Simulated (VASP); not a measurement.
# SiMo3 (P4_2/mmc) in VASP: single point with PBEsol

Aim: the single point of SiMo3 with PBEsol.

Everything below comes from runs of VASP 6.6.1. Logs are shortened: lines on timing, memory, paths and dates and some standing lists are left out, and cuts for length are marked.

**1. The cell of the first run**

The structure is tetragonal, space group P4_2/mmc (No. 131). Conventional cell: a = 4.473 Å, b = 4.473 Å, c = 4.862 Å, α = 90.00°, β = 90.00°, γ = 90.00°. Within 3.3 Å of Si (site symmetry mmm) lie 12 Mo at 2.50 to 2.68 Å. Within 3.0 Å of Mo (site symmetry m2m) lie 10 Mo at 2.24 to 2.90 Å and 4 Si at 2.50 to 2.68 Å. Within 3.2 Å of Mo (site symmetry -4m2) lie 10 Mo at 2.43 to 2.78 Å and 4 Si at 2.55 Å.

**2. Single point, PBEsol (strain -0.080 along x and y, +0.000 along z)**

The input, INCAR:

```
  PREC = Accurate
  ENCUT = 520
  EDIFF = 1E-7
  ISMEAR = 0
  SIGMA = 0.15
  LREAL = F
  LASPH = T
  NELM = 100
  ALGO = Fast
  ISIF = 2
  LWAVE = F
  LCHARG = F
  GGA = PS
  NBANDS = 56
```

The input, KPOINTS:

```
regular mesh
0
Gamma
  8 8 8
```

The input, POSCAR:

```
SiMo3
1.0
    4.4726583543      0.0000000000      0.0000000000
    0.0000000000      4.4726583543      0.0000000000
    0.0000000000      0.0000000000      4.8615851677
Si Mo
2 6
Direct
    0.0000000000      0.0000000000      0.0000000000
    0.5000000000      0.5000000000      0.5000000000
    0.2500000000      0.0000000000      0.5000000000
    0.5000000000      0.7500000000      0.0000000000
    0.7500000000      0.0000000000      0.5000000000
    0.5000000000      0.2500000000      0.0000000000
    0.0000000000      0.5000000000      0.7500000000
    0.0000000000      0.5000000000      0.2500000000
```

Potentials or basis: VASP PAW PBE potentials, release 64 (Si, Mo_sv).

The run is started by

```
> cat potpaw_PBE.64/Si/POTCAR potpaw_PBE.64/Mo_sv/POTCAR > POTCAR
> mpirun -np 1 vasp_std > vasp.out
```

OUTCAR:

```text
PREC = Accurate
   ENCUT = 520
   EDIFF = 1E-7
   ISMEAR = 0
   LREAL = F
   LASPH = T
   NELM = 100
   ISIF = 2
   GGA = PS

 ion  position               nearest neighbor table
   1  0.000  0.000  0.000-   4 2.50   6 2.50   4 2.50   6 2.50   7 2.55   8 2.55   7 2.55   8 2.55
                             5 2.68   3 2.68   3 2.68   5 2.68
   2  0.500  0.500  0.500-   3 2.50   5 2.50   3 2.50   5 2.50   7 2.55   8 2.55   7 2.55   8 2.55
                             4 2.68   6 2.68   4 2.68   6 2.68
   3  0.250  0.000  0.500-   5 2.24   5 2.24   2 2.50   2 2.50   1 2.68   1 2.68   8 2.78   7 2.78
                             8 2.78   7 2.78   6 2.90   4 2.90   4 2.90   6 2.90
   4  0.500  0.750  0.000-   6 2.24   6 2.24   1 2.50   1 2.50   2 2.68   2 2.68   8 2.78   7 2.78
                             7 2.78   8 2.78   3 2.90   5 2.90   3 2.90   5 2.90
   5  0.750  0.000  0.500-   3 2.24   3 2.24   2 2.50   2 2.50   1 2.68   1 2.68   8 2.78   7 2.78
                             8 2.78   7 2.78   6 2.90   4 2.90   4 2.90   6 2.90
   6  0.500  0.250  0.000-   4 2.24   4 2.24   1 2.50   1 2.50   2 2.68   2 2.68   8 2.78   7 2.78
                             7 2.78   8 2.78   5 2.90   3 2.90   3 2.90   5 2.90
   7  0.000  0.500  0.750-   8 2.43   8 2.43   1 2.55   2 2.55   1 2.55   2 2.55   3 2.78   4 2.78
                             5 2.78   3 2.78   5 2.78   6 2.78   4 2.78   6 2.78
   8  0.000  0.500  0.250-   7 2.43   7 2.43   1 2.55   2 2.55   1 2.55   2 2.55   3 2.78   4 2.78
                             5 2.78   3 2.78   5 2.78   6 2.78   4 2.78   6 2.78

  LATTYP: Found a simple tetragonal cell.
 ALAT       =     4.4726583543
 C/A-ratio  =     1.0869565217

  Lattice vectors:

 A1 = (   4.4726583543,   0.0000000000,   0.0000000000)
 A2 = (   0.0000000000,   4.4726583543,   0.0000000000)
 A3 = (   0.0000000000,   0.0000000000,   4.8615851677)

Analysis of symmetry for initial positions (statically):
=====================================================================
 Subroutine PRICEL returns:
 Original cell was already a primitive cell.

 Routine SETGRP: Setting up the symmetry group for a
 simple tetragonal supercell.

 Subroutine GETGRP returns: Found 16 space group operations
 (whereof  8 operations were pure point group operations)
 out of a pool of 16 trial point group operations.

The static configuration has the point symmetry D_2h.
 The point group associated with its full space group is D_4h.

Analysis of symmetry for dynamics (positions and initial velocities):
=====================================================================
 Subroutine PRICEL returns:
 Original cell was already a primitive cell.

 Routine SETGRP: Setting up the symmetry group for a
 simple tetragonal supercell.

 Subroutine GETGRP returns: Found 16 space group operations
[... 129 lines left out ...]
   EMIN   =  10.00;   EMAX   =-10.00  energy-range for DOS
   EFERMI =   0.00;   METHOD = LEGACY
   ISMEAR =     0;   SIGMA  =   0.15  broadening in eV -4-tet -1-fermi 0-gaus
   EFERMI_NEDOS =   21; number of points for ismear=-14 and -15
   IALGO  =     68    algorithm
   IMIX   =      4    mixing-type and parameters
     AMIX     =   0.40;   BMIX     =  1.00
     AMIX_MAG =   1.60;   BMIX_MAG =  1.00
  volume/ion in A,a.u.               =      12.16        82.04
  Fermi-wavevector in a.u.,A,eV,Ry     =   1.607068  3.036919 35.139337  2.582668
  Thomas-Fermi vector in A             =   2.703156
   LORBIT       =      0    0 simple, 1 ext, 2 COOP (PROOUT), +10 PAW based schemes
   GGA     = PS    functional components
   LHFCALC =     F    Hartree Fock is set to
   AEXX    =    0.0000 exact exchange contribution
   IVDW    =     0    specifies the selected vdW correction
   LEPSILON=     F    determine dielectric tensor
   LRPA    =     F    only Hartree local field effects (RPA)
 non-spin polarized calculation
 RMM-DIIS sequential band-by-band and
 Gauss-broadening in eV      SIGMA  =   0.15
  energy-cutoff  :      520.00
  volume of cell :       97.25
 maximum number of plane-waves:      2656
 NGX is ok and might be reduce to    36
   NGX = 17   NGY = 17   NGZ = 19

 number of electron      92.0000007 magnetization

 Free energy of the ion-electron system (eV)
  ---------------------------------------------------
  ext. energy  EPLUGINS =         0.00000000
  ---------------------------------------------------
  free energy    TOTEN  =       -81.15571222 eV

  energy without entropy =      -81.11990318  energy(sigma->0) =      -81.13780770

 E-fermi :  15.7720     XC(G=0): -14.2392

 val. band max:       15.7689482450   @ k =   0.5000   0.1250   0.5000
 cond. band min:      15.7842821066   @ k =   0.5000   0.3750   0.1250
 fundamental gap:      0.0153338616
 Fermi energy:        15.7719926487

 k-point     1 :       0.0000    0.0000    0.0000
  band No.  band energies     occupation
      1     -45.6807      2.00000
      2     -45.5263      2.00000
      3     -45.1132      2.00000
      4     -44.7409      2.00000
      5     -44.6924      2.00000
      6     -44.6924      2.00000
[... 1405 lines left out ...]
     55      18.8499      0.00000
     56      19.1498      0.00000

 [... further k-points ...]

------------------------ aborting loop because EDIFF is reached ----------------------------------------

  FORCE on cell =-STRESS in cart. coord.  units (eV):
  Direction    XX          YY          ZZ          XY          YZ          ZX
  --------------------------------------------------------------------------------------
  -------------------------------------------------------------------------------------
  Total       50.6581887     50.6581887     21.6337664      0.0000000      0.0000000      0.0000000
  in kB      834.5471731    834.5471731    356.3964490      0.0000000      0.0000000      0.0000000
  external PRESSURE =     675.1635984 kB  Pullay stress =       0.0000000 kB

 VOLUME and BASIS-vectors are now :
 -----------------------------------------------------------------------------
  energy-cutoff  :      520.00
  volume of cell :       97.25
      direct lattice vectors                 reciprocal lattice vectors
     4.472658354  0.000000000  0.000000000     0.223580681  0.000000000  0.000000000
     0.000000000  4.472658354  0.000000000     0.000000000  0.223580681  0.000000000
     0.000000000  0.000000000  4.861585168     0.000000000  0.000000000  0.205694226

 POSITION                                       TOTAL-FORCE (eV/Angst)
 -----------------------------------------------------------------------------------
      0.00000      0.00000      0.00000         0.000000      0.000000     -0.000000
      2.23633      2.23633      2.43079         0.000000      0.000000     -0.000000
      1.11816      0.00000      2.43079         0.014223      0.000000     -0.000000
      2.23633      3.35449      0.00000        -0.000000      0.014223     -0.000000
      3.35449      0.00000      2.43079        -0.014223      0.000000     -0.000000
      2.23633      1.11816      0.00000         0.000000     -0.014223     -0.000000
      0.00000      2.23633      3.64619         0.000000      0.000000      0.000000
      0.00000      2.23633      1.21540         0.000000      0.000000      0.000000
 -----------------------------------------------------------------------------------
    total drift:                                0.000000      0.000000     -0.000000

  FREE ENERGIE OF THE ION-ELECTRON SYSTEM (eV)
  ---------------------------------------------------
  free  energy   TOTEN  =       -81.1557122242 eV

  energy  without entropy=      -81.1199031766  energy(sigma->0) =      -81.13780770
```

OSZICAR:

```text
N       E                     dE             d eps       ncg     rms          rms(c)
DAV:   1     0.115325350284E+04    0.11533E+04   -0.56251E+04  8424   0.173E+03
DAV:   2    -0.342234501362E+02   -0.11875E+04   -0.11549E+04  9040   0.547E+02
DAV:   3    -0.840165301543E+02   -0.49793E+02   -0.48233E+02 10584   0.104E+02
DAV:   4    -0.849421890277E+02   -0.92566E+00   -0.91840E+00 10016   0.124E+01
DAV:   5    -0.849579055307E+02   -0.15717E-01   -0.15703E-01 10008   0.155E+00    0.718E+01
RMM:   6    -0.814657420738E+02    0.34922E+01   -0.92630E+00  8495   0.135E+01    0.284E+01
RMM:   7    -0.812242023532E+02    0.24154E+00   -0.38751E+00  9234   0.706E+00    0.325E+00
RMM:   8    -0.811613298738E+02    0.62872E-01   -0.65670E-01  8982   0.353E+00    0.242E+00
RMM:   9    -0.811559366813E+02    0.53932E-02   -0.85599E-02 10299   0.109E+00    0.826E-01
RMM:  10    -0.811562626206E+02   -0.32594E-03   -0.41027E-02 10152   0.712E-01    0.431E-01
RMM:  11    -0.811558732221E+02    0.38940E-03   -0.65625E-03 10315   0.328E-01    0.211E-01
RMM:  12    -0.811556810699E+02    0.19215E-03   -0.20808E-03 10288   0.168E-01    0.505E-02
RMM:  13    -0.811557064589E+02   -0.25389E-04   -0.41202E-04 10931   0.639E-02    0.343E-02
RMM:  14    -0.811557110291E+02   -0.45702E-05   -0.56176E-05 11162   0.236E-02    0.168E-02
RMM:  15    -0.811557118846E+02   -0.85548E-06   -0.12066E-05 10409   0.105E-02    0.306E-03
RMM:  16    -0.811557122254E+02   -0.34077E-06   -0.28364E-06  9620   0.488E-03    0.130E-03
RMM:  17    -0.811557122242E+02    0.11878E-08   -0.57492E-07  7163   0.220E-03
   1 F= -.81155712E+02 E0= -.81137808E+02  d E =-.358090E-01
```

Run time: 12 min. Hardware: 1 thread of Intel Xeon 8259CL, shared host; peak memory 0.41 GiB.

What came out:

* Free energy: -81.1557 eV
* Pressure: 67.5 GPa
* Largest force: 0.014 eV/Å
* Band gap on the k mesh: zero (bands 46 and 47 overlap by 2.25 eV)

Forces on the atoms (eV/Å):
```
Si   0.000  0.000  0.000
Si   0.000  0.000  0.000
Mo   0.014  0.000  0.000
Mo   0.000  0.014  0.000
Mo  -0.014  0.000  0.000
Mo   0.000 -0.014  0.000
Mo   0.000  0.000  0.000
Mo   0.000  0.000  0.000
```

Stress tensor (GPa, compression positive):
```
83.45  0.00  0.00
 0.00 83.45  0.00
 0.00  0.00 35.64
```

Caveat: the cell differs from its parent crystal (strain -0.080 along x and y, +0.000 along z); the stress differs along the axes, from 36 to 83 GPa; the PAW data sets were made with another functional, which shifts forces and pressure a little.
